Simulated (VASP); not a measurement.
# PbS in VASP: relaxation of cell and atoms with PBE+D3(BJ)

Aim: the relaxation of cell and atoms of PbS with PBE+D3(BJ).

Program: VASP 6.6.1. These are calculated values, not measurements. Logs are shortened: lines on timing, memory, paths and dates and some standing lists are left out, and cuts for length are marked.

## (1) The cell of the first run

The cell holds a slab with vacuum, 4 atoms: a = 4.220 Å, b = 4.220 Å, c = 22.306 Å, α = 93.81°, β = 93.81°, γ = 90.05°.

## (2) Relaxation of cell and atoms, PBE+D3(BJ)

File INCAR:

```
ALGO = Normal
EDIFF = 1E-7
EDIFFG = -0.005
ENCUT = 600
GGA = PE
IBRION = 2
ISIF = 3
ISMEAR = 0
IVDW = 12
LASPH = True
LCHARG = False
LREAL = False
LWAVE = False
NELM = 100
NSW = 100
PREC = Accurate
SIGMA = 0.02
```

File KPOINTS:

```
k-points
0
Gamma
  6 6 2
```

File POSCAR:

```
PbS
1.0
    2.9828237909     -2.9853071100      0.0000000000
    2.9828237909      2.9853071100      0.0000000000
   -2.0983282922      0.0000000000     22.2066715542
Pb S
2 2
Direct
    0.7325607200      0.7221167300      0.9356984400
    0.2778832700      0.2674392800      0.0643015600
    0.2459456800      0.2157896700      0.9443729600
    0.7842103300      0.7540543200      0.0556270400
```

Potentials or basis: VASP PAW PBE potentials, release 64 (Pb_d, S).

The run is started by

```bash
$ cat potpaw_PBE.64/Pb_d/POTCAR potpaw_PBE.64/S/POTCAR > POTCAR
$ mpirun -np 1 vasp_std > vasp.out
```

OUTCAR:

```text
EDIFF = 1E-7
   EDIFFG = -0.005
   ENCUT = 600
   GGA = PE
   IBRION = 2
   ISIF = 3
   ISMEAR = 0
   IVDW = 12
   LASPH = True
   LREAL = False
   NELM = 100
   NSW = 100
   PREC = Accurate
 IVDW          = 12

 ion  position               nearest neighbor table
   1  0.733  0.722  0.936-   4 2.66   3 2.93   3 2.99   3 2.99   3 3.05   2 4.13   2 4.13   2 4.13
                             2 4.13
   2  0.278  0.267  0.064-   3 2.66   4 2.93   4 2.99   4 2.99   4 3.05   1 4.13   1 4.13   1 4.13
                             1 4.13
   3  0.246  0.216  0.944-   2 2.66   1 2.93   1 2.99   1 2.99   1 3.05
   4  0.784  0.754  0.056-   1 2.66   2 2.93   2 2.99   2 2.99   2 3.05

  LATTYP: Found a base centered monoclinic cell.
 ALAT       =     5.9656475818
 B/A-ratio  =     1.0008325397
 C/A-ratio  =     3.7390052639
 COS(beta)  =    -0.0940718675

  Lattice vectors:

 A1 = (   2.9828237909,  -2.9853071100,   0.0000000000)
 A2 = (   2.9828237909,   2.9853071100,   0.0000000000)
 A3 = (  -2.0983282922,   0.0000000000,  22.2066715542)

Analysis of symmetry for initial positions (statically):
=====================================================================
 Subroutine PRICEL returns:
 Original cell was already a primitive cell.

 Routine SETGRP: Setting up the symmetry group for a
 base centered monoclinic supercell.

 Subroutine GETGRP returns: Found  2 space group operations
 (whereof  2 operations were pure point group operations)
 out of a pool of  4 trial point group operations.

The static configuration has the point symmetry C_2 .

Analysis of symmetry for dynamics (positions and initial velocities):
=====================================================================
 Subroutine PRICEL returns:
 Original cell was already a primitive cell.

 Routine SETGRP: Setting up the symmetry group for a
 base centered monoclinic supercell.

 Subroutine GETGRP returns: Found  2 space group operations
 (whereof  2 operations were pure point group operations)
 out of a pool of  4 trial point group operations.

The dynamic configuration has the point symmetry C_2 .

 Subroutine INISYM returns: Found  2 space group operations
 (whereof  2 operations are pure point group operations),
 and found     1 'primitive' translations

----------------------------------------------------------------------------------------

                                     Primitive cell

  volume of cell :     395.4851

  direct lattice vectors                    reciprocal lattice vectors
     2.982823791 -2.985307110  0.000000000     0.167626395 -0.167486956  0.015839168
     2.982823791  2.985307110  0.000000000     0.167626395  0.167486956  0.015839168
    -2.098328292  0.000000000 22.206671554     0.000000000  0.000000000  0.045031512

  length of vectors
     4.220106196  4.220106196 22.305587711     0.237489722  0.237489722  0.045031512

  position of ions in fractional coordinates (direct lattice)
     0.732560720  0.722116730  0.935698440
     0.277883270  0.267439280  0.064301560
     0.245945680  0.215789670  0.944372960
     0.784210330  0.754054320  0.055627040

  ion indices of the primitive-cell ions
   primitive index   ion index
                 1           1
                 2           2
                 3           3
                 4           4

----------------------------------------------------------------------------------------

 KPOINTS: k-points

Automatic generation of k-mesh.
 Grid dimensions read from file:
 generate k-points for:    6    6    2

 Generating k-lattice:

  Cartesian coordinates                     Fractional coordinates (reciprocal lattice)
     0.027937733 -0.027914493  0.002639861     0.166666667 -0.000000000  0.000000000
     0.027937733  0.027914493  0.002639861    -0.000000000  0.166666667  0.000000000
     0.000000000  0.000000000  0.022515756     0.000000000  0.000000000  0.500000000

  Length of vectors
     0.039581620  0.039581620  0.022515756

  Shift w.r.t. Gamma in fractional coordinates (k-lattice)
     0.000000000  0.000000000  0.000000000

 Subroutine IBZKPT returns following result:
 ===========================================

 Found     26 irreducible k-points:

 Following reciprocal coordinates:
            Coordinates               Weight
  0.000000  0.000000  0.000000      1.000000
  0.166667  0.000000  0.000000      4.000000
  0.333333 -0.000000  0.000000      4.000000
  0.500000  0.000000  0.000000      2.000000
  0.166667  0.166667  0.000000      2.000000
  0.333333  0.166667 -0.000000      4.000000
[... 16 lines left out ...]
  0.333333  0.333333  0.500000      2.000000
  0.500000  0.333333  0.500000      4.000000
 [... further k-points ...]
   k-points           NKPTS =     26   k-points in BZ     NKDIM =     26   number of bands    NBANDS=     24
   number of dos      NEDOS =    301   number of ions     NIONS =      4
   total plane-waves  NPLWV = 233280
   dimension x,y,z NGX =    36 NGY =   36 NGZ =  180
   dimension x,y,z NGXF=    72 NGYF=   72 NGZF=  360
   ions per type =               2   2
   NGX,Y,Z   is equivalent  to a cutoff of  14.18, 14.18, 13.42 a.u.
   NGXF,Y,Z  is equivalent  to a cutoff of  28.36, 28.36, 26.83 a.u.
 SYSTEM =  unknown system
   PREC   = accura    normal or accurate (medium, high low for compatibility)
   ISTART =      0    job   : 0-new  1-cont  2-samecut
   ICHARG =      2    charge: 1-file 2-atom 10-const
   ISPIN  =      1    spin polarized calculation?
   LNONCOLLINEAR =      F non collinear calculations
   LSORBIT =      F    spin-orbit coupling
   LASPH  =      T    aspherical Exc in radial PAW
   ENCUT  =  600.0 eV  44.10 Ry    6.64 a.u.   8.43  8.43 44.55*2*pi/ulx,y,z
   NELM   =    100;   NELMIN=  2; NELMDL= -5     # of ELM steps
   EDIFF  = 0.1E-06   stopping-criterion for ELM
   LREAL  =      F    real-space projection
   EDIFFG = -.5E-02   stopping-criterion for IOM
   NSW    =    100    number of steps for IOM
   IBRION =      2    ionic relax: 0-MD 1-quasi-New 2-CG
   NFREE  =      1    steps in history (QN), initial steepest desc. (CG)
   ISIF   =      3    stress and relaxation
   ISYM   =      2    0-nonsym 1-usesym 2-fastsym
   POTIM  = 0.5000    time-step for ionic-motion
   TEBEG  =    0.0;   TEEND  =   0.0 temperature during run
   PSTRESS=    0.0 pullay stress
   NELECT =      40.0000    total number of electrons
   NUPDOWN=      -1.0000    fix difference up-down
   EMIN   =  10.00;   EMAX   =-10.00  energy-range for DOS
   EFERMI =   0.00;   METHOD = LEGACY
   ISMEAR =     0;   SIGMA  =   0.02  broadening in eV -4-tet -1-fermi 0-gaus
   EFERMI_NEDOS =   21; number of points for ismear=-14 and -15
   IALGO  =     38    algorithm
   IMIX   =      4    mixing-type and parameters
     AMIX     =   0.40;   BMIX     =  1.00
     AMIX_MAG =   1.60;   BMIX_MAG =  1.00
  volume/ion in A,a.u.               =      98.87       667.22
  Fermi-wavevector in a.u.,A,eV,Ry     =   0.762755  1.441397  7.915795  0.581794
  Thomas-Fermi vector in A             =   1.862286
   LORBIT       =      0    0 simple, 1 ext, 2 COOP (PROOUT), +10 PAW based schemes
   GGA     = PE    functional components
   LHFCALC =     F    Hartree Fock is set to
   AEXX    =    0.0000 exact exchange contribution
   IVDW    =    12    specifies the selected vdW correction
   LEPSILON=     F    determine dielectric tensor
   LRPA    =     F    only Hartree local field effects (RPA)
 conjugate gradient relaxation of ions
 non-spin polarized calculation
 Gauss-broadening in eV      SIGMA  =   0.02
  energy-cutoff  :      600.00
  volume of cell :      395.49
 maximum number of plane-waves:     13234
 NGX is ok and might be reduce to    36
   NGX = 17   NGY = 17   NGZ = 89

--------------------------------------- Ionic step        1  -------------------------------------------

 number of electron      39.9999997 magnetization

 Free energy of the ion-electron system (eV)
  ---------------------------------------------------
  ext. energy  EPLUGINS =         0.00000000
  ---------------------------------------------------
  free energy    TOTEN  =       -17.29704757 eV

  energy without entropy =      -17.29704757  energy(sigma->0) =      -17.29704757

------------------------ aborting loop because EDIFF is reached ----------------------------------------

 Edisp (eV)   -0.90725

 E8    (eV) :    -0.4301

  FORCE on cell =-STRESS in cart. coord.  units (eV):
  Direction    XX          YY          ZZ          XY          YZ          ZX
  --------------------------------------------------------------------------------------
  -------------------------------------------------------------------------------------
  Total      -0.30951    -0.29207     0.36012     0.00000     0.00000     0.01328
  in kB      -1.25389    -1.18322     1.45891     0.00000     0.00000     0.05380
  external pressure =       -0.33 kB  Pullay stress =        0.00 kB
[... 103 lines left out ...]
  FREE ENERGIE OF THE ION-ELECTRON SYSTEM (eV)
  ---------------------------------------------------
  free  energy   TOTEN  =       -18.2069274742 eV

  energy  without entropy=      -18.2069274742  energy(sigma->0) =      -18.20692747

[... ionic steps 4 to 18 ...]

--------------------------------------- Ionic step       19  -------------------------------------------

 number of electron      39.9999996 magnetization

------------------------ aborting loop because EDIFF is reached ----------------------------------------

 Edisp (eV)   -0.91002

 E8    (eV) :    -0.4313
[... 73 lines left out ...]
  energy  without entropy=      -18.2087014934  energy(sigma->0) =      -18.20870149

--------------------------------------- Ionic step       21  -------------------------------------------

 number of electron      39.9999997 magnetization

 Free energy of the ion-electron system (eV)
  ---------------------------------------------------
  ext. energy  EPLUGINS =         0.00000000
  ---------------------------------------------------
  free energy    TOTEN  =       -17.29800579 eV

  energy without entropy =      -17.29800579  energy(sigma->0) =      -17.29800579

 E-fermi :  -1.9678     XC(G=0):  -3.0568

 val. band max:       -2.0741125856   @ k =   0.3333  -0.0000   0.5000
 cond. band min:       0.0006824431   @ k =   0.0000   0.0000   0.5000
 fundamental gap:      2.0747950287
 Fermi energy:        -1.9678427103

 k-point     1 :       0.0000    0.0000    0.0000
  band No.  band energies     occupation
      1     -18.2284      2.00000
      2     -18.1227      2.00000
      3     -18.1054      2.00000
      4     -18.1022      2.00000
      5     -18.0810      2.00000
      6     -18.0801      2.00000
[... 637 lines left out ...]
     23       2.8526      0.00000
     24       2.8533      0.00000

 [... further k-points ...]

------------------------ aborting loop because EDIFF is reached ----------------------------------------

 Edisp (eV)   -0.91071

 E8    (eV) :    -0.4316

  FORCE on cell =-STRESS in cart. coord.  units (eV):
  Direction    XX          YY          ZZ          XY          YZ          ZX
  --------------------------------------------------------------------------------------
  -------------------------------------------------------------------------------------
  Total      -0.00986    -0.00339    -0.00542     0.00000     0.00000     0.00535
  in kB      -0.04021    -0.01383    -0.02209     0.00000     0.00000     0.02182
  external pressure =       -0.03 kB  Pullay stress =        0.00 kB
[... 19 lines left out ...]
  FREE ENERGIE OF THE ION-ELECTRON SYSTEM (eV)
  ---------------------------------------------------
  free  energy   TOTEN  =       -18.2087154765 eV

  energy  without entropy=      -18.2087154765  energy(sigma->0) =      -18.20871548

 reached required accuracy - stopping structural energy minimisation
```

It took 47 min on 1 thread of Intel Xeon 6975P-C (Granite Rapids), shared host; peak memory 0.75 GiB.

What came out:

- Free energy: -18.2087 eV
- Relaxed cell: a = 4.205 Å, b = 4.205 Å, c = 22.326 Å, α = 93.80°, β = 93.80°, γ = 90.00°
- Space group after relaxing (to 0.05 Å): C2/m (No. 12)
- Energy gained by relaxing: 1.1 meV/atom
- Ionic steps: 21
- Largest force after relaxing: 0.003 eV/Å
- Band gap on the k mesh: 2.07 eV, indirect (least direct gap 2.12 eV)
- Dispersion energy per atom: -0.228 eV

Forces on the atoms (eV/Å):
```
Pb   0.000  0.000 -0.003
Pb   0.000  0.000  0.003
S   -0.002  0.000  0.000
S    0.002  0.000  0.000
```

The path:
| step | energy change (eV) | largest force (eV/Å) | pressure (GPa) | volume (Å³) |
| --- | --- | --- | --- | --- |
| 1 | 0.0000 | 0.0981 | -0.03 | 395.49 |
| 2 | -0.0026 | 0.0297 | -0.02 | 394.33 |
| 3 | -0.0026 | 0.0341 | -0.02 | 394.24 |
| 4 | -0.0028 | 0.0290 | 0.01 | 393.61 |
| 5 | -0.0029 | 0.0335 | 0.03 | 393.12 |
| 6 | -0.0030 | 0.0319 | 0.03 | 393.18 |
| 7 | -0.0033 | 0.0270 | 0.02 | 393.38 |
| 8 | -0.0038 | 0.0185 | 0.00 | 393.77 |
| 9 | -0.0041 | 0.0174 | -0.03 | 394.56 |
| 10 | -0.0041 | 0.0153 | -0.02 | 394.39 |
| 11 | -0.0042 | 0.0164 | 0.01 | 393.46 |
| 12 | -0.0042 | 0.0145 | 0.01 | 393.58 |
| 13 | -0.0043 | 0.0114 | 0.00 | 393.74 |
| 14 | -0.0043 | 0.0153 | -0.01 | 393.84 |
| 15 | -0.0043 | 0.0132 | -0.01 | 393.80 |
| 16 | -0.0043 | 0.0113 | 0.00 | 393.56 |
| 17 | -0.0043 | 0.0118 | 0.00 | 393.55 |
| 18 | -0.0043 | 0.0086 | 0.00 | 393.51 |
| 19 | -0.0044 | 0.0053 | -0.01 | 393.41 |
| 20 | -0.0044 | 0.0035 | -0.01 | 393.21 |
| 21 | -0.0044 | 0.0032 | 0.00 | 392.97 |

Final structure:
```cif
data_structure
_symmetry_space_group_name_H-M 'P 1'
_symmetry_Int_Tables_number 1
_cell_length_a 4.2046
_cell_length_b 4.2046
_cell_length_c 22.3260
_cell_angle_alpha 93.795
_cell_angle_beta 93.795
_cell_angle_gamma 89.995
_cell_volume 392.97
loop_
_atom_site_label
_atom_site_type_symbol
_atom_site_fract_x
_atom_site_fract_y
_atom_site_fract_z
_atom_site_occupancy
Pb1 Pb 0.73784 0.71739 0.93605 1
Pb2 Pb 0.28261 0.26216 0.06395 1
S1 S 0.24026 0.22010 0.94320 1
S2 S 0.77990 0.75974 0.05679 1
```

Levels at points of the mesh, in eV from the valence-band top:
```
           k point  band 16  band 17  band 18  band 19  band 20  band 21  band 22  band 23  band 24
(0.00, 0.00, 0.00)    -2.41    -2.41    -1.32    -1.32    -0.14     2.07     4.01     4.84     4.87
(0.50, 0.00, 0.00)    -1.71    -0.95    -0.95    -0.02    -0.02     2.10     2.10     3.14     3.15
(0.50, 0.50, 0.00)    -4.08    -2.70    -2.70    -1.33    -1.33     4.22     4.23     5.31     5.31
(0.00, 0.00, 0.50)    -2.41    -2.41    -1.32    -1.32    -0.14     2.07     4.03     4.62     5.04
(0.50, 0.00, 0.50)    -1.71    -0.95    -0.95    -0.02    -0.02     2.10     2.10     3.14     3.15
(0.50, 0.50, 0.50)    -4.08    -2.70    -2.70    -1.33    -1.33     4.22     4.23     5.31     5.31
```

Caveat: spin-orbit coupling is left out, which moves the levels of the heavy elements.
